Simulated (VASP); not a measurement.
# AgB2 (P6/mmm) in VASP: a series of runs, part 2 of 2

VASP 6.6.1. Earlier steps stand in the parts before.

**3. Single point, PBEsol (8.25 Å³/atom)**

This run uses another cell than the first one, of 8.25 Å³/atom.

Input file INCAR:

```
SYSTEM = AgB2
PREC = Accurate
ENCUT = 520
EDIFF = 1E-6
ISMEAR = -1
SIGMA = 0.05
LREAL = .False.
LASPH = .True.
NELM = 100
ALGO = Normal
ISIF = 2
LWAVE = .False.
LCHARG = .False.
GGA = PS
NBANDS = 16
```

Input file KPOINTS:

```
Automatic mesh
0
Gamma
  16 16 13
  0 0 0
```

Input file POSCAR:

```
AgB2
1.0
    2.9798667946      0.0000000000      0.0000000000
   -1.4899333974      2.5806403441      0.0000000000
    0.0000000000      0.0000000000      3.2182543784
Ag B
1 2
Direct
    0.0000000000      0.0000000000      0.0000000000
    0.3333333333      0.6666666667      0.5000000000
    0.6666666667      0.3333333333      0.5000000000
```

Potentials or basis: VASP PAW PBE potentials, release 64 (Ag, B).

On the command line:

```sh
cat potpaw_PBE.64/Ag/POTCAR potpaw_PBE.64/B/POTCAR > POTCAR
mpirun -np 1 vasp_std > vasp.out
```

OUTCAR:

```text
SYSTEM = AgB2
   PREC = Accurate
   ENCUT = 520
   EDIFF = 1E-6
   ISMEAR = -1
   LREAL = .False.
   LASPH = .True.
   NELM = 100
   ISIF = 2
   GGA = PS

 ion  position               nearest neighbor table
   1  0.000  0.000  0.000-   2 2.36   3 2.36   2 2.36   3 2.36   3 2.36   3 2.36   2 2.36   2 2.36
                             3 2.36   3 2.36   2 2.36   2 2.36
   2  0.333  0.667  0.500-   3 1.72   3 1.72   3 1.72   1 2.36   1 2.36   1 2.36   1 2.36   1 2.36
                             1 2.36
   3  0.667  0.333  0.500-   2 1.72   2 1.72   2 1.72   1 2.36   1 2.36   1 2.36   1 2.36   1 2.36
                             1 2.36

  LATTYP: Found a hexagonal cell.
 ALAT       =     2.9798667946
 C/A-ratio  =     1.0799994094

  Lattice vectors:

 A1 = (   2.9798667946,   0.0000000000,   0.0000000000)
 A2 = (  -1.4899333974,   2.5806403441,   0.0000000000)
 A3 = (   0.0000000000,   0.0000000000,   3.2182543784)

Analysis of symmetry for initial positions (statically):
=====================================================================
 Subroutine PRICEL returns:
 Original cell was already a primitive cell.

 Routine SETGRP: Setting up the symmetry group for a
 hexagonal supercell.

 Subroutine GETGRP returns: Found 24 space group operations
 (whereof 24 operations were pure point group operations)
 out of a pool of 24 trial point group operations.

The static configuration has the point symmetry D_6h.

Analysis of symmetry for dynamics (positions and initial velocities):
=====================================================================
 Subroutine PRICEL returns:
 Original cell was already a primitive cell.

 Routine SETGRP: Setting up the symmetry group for a
 hexagonal supercell.

 Subroutine GETGRP returns: Found 24 space group operations
 (whereof 24 operations were pure point group operations)
 out of a pool of 24 trial point group operations.

The dynamic configuration has the point symmetry D_6h.

 Subroutine INISYM returns: Found 24 space group operations
 (whereof 24 operations are pure point group operations),
 and found     1 'primitive' translations

----------------------------------------------------------------------------------------

                                     Primitive cell

  volume of cell :      24.7483

  direct lattice vectors                    reciprocal lattice vectors
     2.979866795  0.000000000  0.000000000     0.335585470  0.193750362  0.000000000
    -1.489933397  2.580640344  0.000000000     0.000000000  0.387500723  0.000000000
     0.000000000  0.000000000  3.218254378     0.000000000  0.000000000  0.310727457

  length of vectors
     2.979866795  2.979866795  3.218254378     0.387500723  0.387500723  0.310727457

  position of ions in fractional coordinates (direct lattice)
     0.000000000  0.000000000  0.000000000
     0.333333333  0.666666667  0.500000000
     0.666666667  0.333333333  0.500000000

  ion indices of the primitive-cell ions
   primitive index   ion index
                 1           1
                 2           2
                 3           3

----------------------------------------------------------------------------------------

 KPOINTS: Automatic mesh

Automatic generation of k-mesh.
 Grid dimensions read from file:
 generate k-points for:   16   16   13

 Generating k-lattice:

  Cartesian coordinates                     Fractional coordinates (reciprocal lattice)
     0.020974092  0.012109398  0.000000000     0.062500000  0.000000000  0.000000000
     0.000000000  0.024218795  0.000000000     0.000000000  0.062500000  0.000000000
     0.000000000  0.000000000  0.023902112     0.000000000  0.000000000  0.076923077

  Length of vectors
     0.024218795  0.024218795  0.023902112

  Shift w.r.t. Gamma in fractional coordinates (k-lattice)
     0.000000000  0.000000000  0.000000000

 Subroutine IBZKPT returns following result:
 ===========================================

 Found    210 irreducible k-points:

 Following reciprocal coordinates:
            Coordinates               Weight
  0.000000  0.000000  0.000000      1.000000
  0.062500  0.000000  0.000000      6.000000
  0.125000  0.000000  0.000000      6.000000
  0.187500  0.000000  0.000000      6.000000
  0.250000  0.000000  0.000000      6.000000
  0.312500  0.000000  0.000000      6.000000
[... 16 lines left out ...]
  0.187500  0.187500  0.000000      6.000000
  0.250000  0.187500  0.000000     12.000000
 [... further k-points ...]
   k-points           NKPTS =    210   k-points in BZ     NKDIM =    210   number of bands    NBANDS=     16
   number of dos      NEDOS =    301   number of ions     NIONS =      3
   total plane-waves  NPLWV =  13824
   dimension x,y,z NGX =    24 NGY =   24 NGZ =   24
   dimension x,y,z NGXF=    48 NGYF=   48 NGZF=   48
   ions per type =               1   2
   NGX,Y,Z   is equivalent  to a cutoff of  13.39, 13.39, 12.40 a.u.
   NGXF,Y,Z  is equivalent  to a cutoff of  26.78, 26.78, 24.80 a.u.
 SYSTEM =  AgB2
   PREC   = accura    normal or accurate (medium, high low for compatibility)
   ISTART =      0    job   : 0-new  1-cont  2-samecut
   ICHARG =      2    charge: 1-file 2-atom 10-const
   ISPIN  =      1    spin polarized calculation?
   LNONCOLLINEAR =      F non collinear calculations
   LSORBIT =      F    spin-orbit coupling
   LASPH  =      T    aspherical Exc in radial PAW
   ENCUT  =  520.0 eV  38.22 Ry    6.18 a.u.   5.54  5.54  5.98*2*pi/ulx,y,z
   NELM   =    100;   NELMIN=  2; NELMDL= -5     # of ELM steps
   EDIFF  = 0.1E-05   stopping-criterion for ELM
   LREAL  =      F    real-space projection
   EDIFFG = 0.1E-04   stopping-criterion for IOM
   NSW    =      0    number of steps for IOM
   IBRION =     -1    ionic relax: 0-MD 1-quasi-New 2-CG
   NFREE  =      0    steps in history (QN), initial steepest desc. (CG)
   ISIF   =      2    stress and relaxation
   ISYM   =      2    0-nonsym 1-usesym 2-fastsym
   POTIM  = 0.5000    time-step for ionic-motion
   TEBEG  =    0.0;   TEEND  =   0.0 temperature during run
   PSTRESS=    0.0 pullay stress
   NELECT =      17.0000    total number of electrons
   NUPDOWN=      -1.0000    fix difference up-down
   EMIN   =  10.00;   EMAX   =-10.00  energy-range for DOS
   EFERMI =   0.00;   METHOD = LEGACY
   ISMEAR =    -1;   SIGMA  =   0.05  broadening in eV -4-tet -1-fermi 0-gaus
   EFERMI_NEDOS =   21; number of points for ismear=-14 and -15
   IALGO  =     38    algorithm
   IMIX   =      4    mixing-type and parameters
     AMIX     =   0.40;   BMIX     =  1.00
     AMIX_MAG =   1.60;   BMIX_MAG =  1.00
  volume/ion in A,a.u.               =       8.25        55.67
  Fermi-wavevector in a.u.,A,eV,Ry     =   1.444473  2.729659 28.388605  2.086504
  Thomas-Fermi vector in A             =   2.562764
   LORBIT       =      0    0 simple, 1 ext, 2 COOP (PROOUT), +10 PAW based schemes
   GGA     = PS    functional components
   LHFCALC =     F    Hartree Fock is set to
   AEXX    =    0.0000 exact exchange contribution
   IVDW    =     0    specifies the selected vdW correction
   LEPSILON=     F    determine dielectric tensor
   LRPA    =     F    only Hartree local field effects (RPA)
 non-spin polarized calculation
  energy-cutoff  :      520.00
  volume of cell :       24.75
 maximum number of plane-waves:       684
 NGX is ok and might be reduce to    24
   NGX = 11   NGY = 11   NGZ = 11

 number of electron      16.9999994 magnetization

 Free energy of the ion-electron system (eV)
  ---------------------------------------------------
  ext. energy  EPLUGINS =         0.00000000
  ---------------------------------------------------
  free energy    TOTEN  =       -14.65366665 eV

  energy without entropy =      -14.64217949  energy(sigma->0) =      -14.64792307

 E-fermi :  10.9747     XC(G=0): -13.5345

 val. band max:       10.9719208803   @ k =   0.1875   0.0000   0.3846
 cond. band min:      10.9902096978   @ k =   0.0625   0.0000   0.3077
 fundamental gap:      0.0182888175
 Fermi energy:        10.9746895647

 k-point     1 :       0.0000    0.0000    0.0000
  band No.  band energies     occupation
      1      -3.6668      2.00000
      2       3.6009      2.00000
      3       4.1677      2.00000
      4       4.1677      2.00000
      5       5.7884      2.00000
      6       5.7884      2.00000
[... 433 lines left out ...]
      3       3.6706      2.00000
      4       3.8163      2.00000
      5       5.1592      2.00000
      6       5.5898      2.00000
[... 8 lines left out ...]
     15      25.3003      0.00000
     16      26.5558      0.00000

 [... further k-points ...]

------------------------ aborting loop because EDIFF is reached ----------------------------------------

  FORCE on cell =-STRESS in cart. coord.  units (eV):
  Direction    XX          YY          ZZ          XY          YZ          ZX
  --------------------------------------------------------------------------------------
  -------------------------------------------------------------------------------------
  Total        6.8209049      6.8209049     11.6456689     -0.0000000      0.0000000      0.0000000
  in kB      441.5784570    441.5784570    753.9287748     -0.0000000      0.0000000      0.0000000
  external PRESSURE =     545.6952296 kB  Pullay stress =       0.0000000 kB

 VOLUME and BASIS-vectors are now :
 -----------------------------------------------------------------------------
  energy-cutoff  :      520.00
  volume of cell :       24.75
      direct lattice vectors                 reciprocal lattice vectors
     2.979866795  0.000000000  0.000000000     0.335585470  0.193750362  0.000000000
    -1.489933397  2.580640344  0.000000000     0.000000000  0.387500723  0.000000000
     0.000000000  0.000000000  3.218254378     0.000000000  0.000000000  0.310727457

 POSITION                                       TOTAL-FORCE (eV/Angst)
 -----------------------------------------------------------------------------------
      0.00000      0.00000      0.00000        -0.000000     -0.000000      0.000000
     -0.00000      1.72043      1.60913        -0.000000      0.000000      0.000000
      1.48993      0.86021      1.60913         0.000000     -0.000000      0.000000
 -----------------------------------------------------------------------------------
    total drift:                               -0.000000      0.000000      0.000000

  FREE ENERGIE OF THE ION-ELECTRON SYSTEM (eV)
  ---------------------------------------------------
  free  energy   TOTEN  =       -14.6536666533 eV

  energy  without entropy=      -14.6421794928  energy(sigma->0) =      -14.64792307
```

OSZICAR:

```text
N       E                     dE             d eps       ncg     rms          rms(c)
DAV:   1     0.676942382454E+02    0.67694E+02   -0.78741E+03  6856   0.985E+02
DAV:   2    -0.175622542675E+02   -0.85256E+02   -0.77936E+02  8784   0.229E+02
DAV:   3    -0.191886874414E+02   -0.16264E+01   -0.16222E+01  7400   0.321E+01
DAV:   4    -0.191925186060E+02   -0.38312E-02   -0.38309E-02  9072   0.167E+00
DAV:   5    -0.191925398357E+02   -0.21230E-04   -0.21230E-04  7528   0.121E-01    0.198E+01
DAV:   6    -0.149882226802E+02    0.42043E+01   -0.85720E+00  7864   0.468E+01    0.170E+01
DAV:   7    -0.147217387889E+02    0.26648E+00   -0.15639E+00  7184   0.138E+01    0.840E+00
DAV:   8    -0.146565476873E+02    0.65191E-01   -0.10581E-01  8472   0.275E+00    0.170E+00
DAV:   9    -0.146547270460E+02    0.18206E-02   -0.50997E-03  7760   0.906E-01    0.188E-01
DAV:  10    -0.146536603664E+02    0.10667E-02   -0.15595E-03  7392   0.378E-01    0.713E-02
DAV:  11    -0.146536665565E+02   -0.61901E-05   -0.96172E-05  7736   0.778E-02    0.120E-02
DAV:  12    -0.146536666533E+02   -0.96816E-07   -0.12989E-06  7744   0.137E-02
   1 F= -.14653667E+02 E0= -.14647923E+02  d E =-.114872E-01
```

It took 2.3 min on 1 thread of AMD EPYC 7R13, shared host; peak memory 0.17 GiB.

What came out:

```
Free energy            : -14.6537 eV
Pressure               : 54.6 GPa
Band gap on the k mesh : zero (an odd number of electrons rules out a gap without spin polarisation)
```

Stress tensor (GPa, compression positive):
```
44.16  0.00  0.00
 0.00 44.16  0.00
 0.00  0.00 75.39
```

Caveat: the stress differs along the axes, from 44 to 75 GPa; the PAW data sets were made with another functional, which shifts forces and pressure a little.

**4. Single point, PBEsol (8.50 Å³/atom)**

This run uses another cell than the first one, of 8.50 Å³/atom.

Input file INCAR:

```
SYSTEM = AgB2
PREC     = Accurate       ! precision mode
ENCUT    = 520            ! plane-wave cutoff, eV
EDIFF    = 1E-6           ! SCF threshold, eV
ISMEAR   = -1             ! smearing method
SIGMA    = 0.05           ! smearing width, eV
LREAL    = .False.        ! projectors in reciprocal space
LASPH    = .True.         ! aspherical terms in the spheres
NELM     = 100            ! most SCF steps
ALGO     = Normal         ! electronic algorithm
ISIF     = 2              ! what is computed and relaxed
LWAVE    = .False.        ! write WAVECAR
LCHARG   = .False.        ! write CHGCAR
GGA      = PS             ! functional
NBANDS   = 16             ! bands
```

KPOINTS is that of step 3.

Input file POSCAR:

```
AgB2
1.0
    3.0099684966      0.0000000000      0.0000000000
   -1.5049842483      2.6067091827      0.0000000000
    0.0000000000      0.0000000000      3.2507641987
Ag B
1 2
Direct
    0.0000000000      0.0000000000      0.0000000000
    0.3333333333      0.6666666667      0.5000000000
    0.6666666667      0.3333333333      0.5000000000
```

On the command line:

```sh
cat potpaw_PBE.64/Ag/POTCAR potpaw_PBE.64/B/POTCAR > POTCAR
mpirun -np 1 vasp_std > vasp.out
```

It took 2.1 min on 1 thread of AMD EPYC 7R13, shared host; peak memory 0.18 GiB.

The run converged. Its results:

- Free energy: -14.8852 eV
- Pressure: 43.3 GPa
- Band gap on the k mesh: zero (an odd number of electrons rules out a gap without spin polarisation)

Stress tensor (GPa, compression positive):
```
32.86  0.00  0.00
 0.00 32.86  0.00
 0.00  0.00 64.05
```

Levels at points of the mesh, in eV from the Fermi level:
| k point | band 6 | band 7 | band 8 | band 9 | band 10 | band 11 |
| --- | --- | --- | --- | --- | --- | --- |
| (0.00, 0.00, 0.00) | -5.06 | -3.25 | 1.08 | 1.08 | 5.53 | 5.53 |
| (0.50, 0.00, 0.00) | -4.53 | -3.33 | -3.29 | 2.87 | 4.26 | 6.03 |

Caveat: the stress differs along the axes, from 33 to 64 GPa; the PAW data sets were made with another functional, which shifts forces and pressure a little.

**5. Single point, PBEsol (8.75 Å³/atom)**

This run uses another cell than the first one, of 8.75 Å³/atom.

Input file INCAR:

```
SYSTEM = AgB2
PREC = Accurate
ENCUT = 520
EDIFF = 1E-7
ISMEAR = -1
SIGMA = 0.05
LREAL = .False.
LASPH = .True.
NELM = 60
ALGO = Normal
ISIF = 2
LWAVE = .False.
LCHARG = .True.
GGA = PS
LELF = .True.
LVHAR = .True.
NBANDS = 16
```

Input file KPOINTS:

```
regular mesh
0
Gamma
  16 16 13
  0 0 0
```

Input file POSCAR:

```
AgB2
1.0
    3.0394798736      0.0000000000      0.0000000000
   -1.5197399368      2.6322667848      0.0000000000
    0.0000000000      0.0000000000      3.2826364684
Ag B
1 2
Direct
    0.0000000000      0.0000000000      0.0000000000
    0.3333333333      0.6666666667      0.5000000000
    0.6666666667      0.3333333333      0.5000000000
```

On the command line:

```sh
cat potpaw_PBE.64/Ag/POTCAR potpaw_PBE.64/B/POTCAR > POTCAR
mpirun -np 1 vasp_std > vasp.out
```

Wall time 2.4 min (1 thread of AMD EPYC 7R13, shared host); peak memory 0.18 GiB.

The run converged. Its results:

| Quantity | Value |
| --- | --- |
| Free energy | -15.0668 eV |
| Pressure | 33.5 GPa |
| Band gap on the k mesh | zero (an odd number of electrons rules out a gap without spin polarisation) |

Stress tensor (GPa, compression positive):
```
23.09  0.00  0.00
 0.00 23.09  0.00
 0.00  0.00 54.25
```

Levels at points of the mesh, in eV from the Fermi level:
```
           k point  band 5  band 6  band 7  band 8  band 9  band 10  band 11  band 12
(0.00, 0.00, 0.00)   -4.94   -4.94   -3.11    1.05    1.05     5.38     5.50     5.50
(0.50, 0.00, 0.00)   -5.22   -4.43   -3.25   -3.21    2.89     4.15     6.00     6.05
```

Caveat: the stress differs along the axes, from 23 to 54 GPa; the PAW data sets were made with another functional, which shifts forces and pressure a little.

**6. Summary**

```csv
cell,gap on the mesh (eV),pressure (GPa)
"a = 2.939, b = 2.939, c = 3.174 Å, angles 90.0, 90.0, 120.0°, 3 atoms",none,72.4
"a = 2.980, b = 2.980, c = 3.218 Å, angles 90.0, 90.0, 120.0°, 3 atoms",none,54.6
"a = 3.010, b = 3.010, c = 3.251 Å, angles 90.0, 90.0, 120.0°, 3 atoms",none,43.3
"a = 3.039, b = 3.039, c = 3.283 Å, angles 90.0, 90.0, 120.0°, 3 atoms",none,33.5
```

Alike in all rows: task single point; level PBEsol; potentials or basis VASP PAW PBE potentials, release 64 (Ag, B); no spin polarisation; k mesh 16 × 16 × 13; cutoff (eV) 520; smearing fermi-dirac 0.05 eV.

Caveats: the PAW data sets were made with another functional, which shifts forces and pressure a little; the stress differs along the axes, from 62 to 93 GPa (at least some runs); the stress differs along the axes, from 44 to 75 GPa (at least some runs); the stress differs along the axes, from 33 to 64 GPa (at least some runs); the stress differs along the axes, from 23 to 54 GPa (at least some runs).

Absolute energies hang on the potentials; compare differences alone.
